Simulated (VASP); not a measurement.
A run of VASP 6.6.1:

File INCAR:

```
SYSTEM = Ta
PREC     = Accurate       ! precision mode
ENCUT    = 600            ! plane-wave cutoff, eV
EDIFF    = 1E-6           ! SCF threshold, eV
ISMEAR   = -1             ! smearing method
SIGMA    = 0.1            ! smearing width, eV
LREAL    = .FALSE.        ! projectors in reciprocal space
LASPH    = .TRUE.         ! aspherical terms in the spheres
NELM     = 60             ! most SCF steps
ALGO     = Normal         ! electronic algorithm
ISIF     = 3              ! what is computed and relaxed
LWAVE    = .FALSE.        ! write WAVECAR
LCHARG   = .FALSE.        ! write CHGCAR
GGA      = PE             ! functional
IBRION   = 2              ! ionic algorithm
NSW      = 60             ! ionic steps
EDIFFG   = -0.005         ! ionic threshold
PSTRESS  = 1200.0
```

Contents of KPOINTS:

```
Automatic mesh
0
G
  18 18 18
  0 0 0
```

Contents of POSCAR:

```
Ta
1.0
    0.0000000000      1.8888096323      1.8888096323
    1.8888096323      0.0000000000      1.8888096323
    1.8888096323      1.8888096323      0.0000000000
Ta
1
Direct
    0.0000000000      0.0000000000      0.0000000000
```

Potentials or basis: VASP PAW PBE potentials, release 64 (Ta_pv).

Launch:

```console
$ cat potpaw_PBE.64/Ta_pv/POTCAR > POTCAR
$ mpirun -np 1 vasp_std > vasp.out
```

Hardware: 1 thread of AMD EPYC 9R45 96-Core Processor (Zen 5), on a shared host.

Task: Estimate the wall time of this run.

Result: Run time: 32 s on 1 thread of AMD EPYC 9R45 96-Core Processor (Zen 5) (shared host), peak memory 0.14 GiB. Counts: scf iterations 23, k points 195, ion steps 3.
